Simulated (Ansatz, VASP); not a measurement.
# Sb: VASP beside Ansatz

```xyz
2
Lattice="2.1542 1.2437 3.7580 -2.1542 1.2437 3.7580 0.0000 -2.4875 3.7580" Properties=species:S:1:pos:R:3 pbc="T T T"
Sb    0.0000    0.0000    8.6416
Sb    0.0000    0.0000    2.6324
```

Alike in both runs: functional LDA; k mesh 8 × 8 × 8; occupations fermi-dirac, width 0.05 eV; no spin polarisation.

|  | VASP | Ansatz |
| --- | --- | --- |
| version | VASP 6.6.1 | Ansatz 0.2.0 |
| potentials or method | VASP PAW LDA potentials, release 64 (Sb) | Ansatz PAW |
| plane-wave cutoff (eV) | 520 | 420 |
| valence electrons in the cell | 10 | 30 |
| task | single point | band structure |

|  | VASP | Ansatz | Ansatz less VASP |
| --- | --- | --- | --- |
| gap on the k mesh at the Fermi level (eV) | none | none | - |
| pressure (GPa) | -0.9 | -1.2 | -0.27 |
| traceless stress, the component that is largest in VASP (GPa) | -0.37 | -0.29 | +0.080 |
| rms of the force components (eV/Å) | 0.044 | 0.006 | -0.0382 |

LDA's correlation is that of Perdew and Zunger in VASP and of Perdew and Wang (1992) in Ansatz. Atom by atom the forces differ by 0.038 eV/Å (rms over components). A gap of «none» marks a metal or a gap that the smearing closes. VASP's potentials hold 10 valence electrons a cell and Ansatz's 30, so a difference there can come from the potentials and not from the codes.

Neither program's run includes spin-orbit coupling.
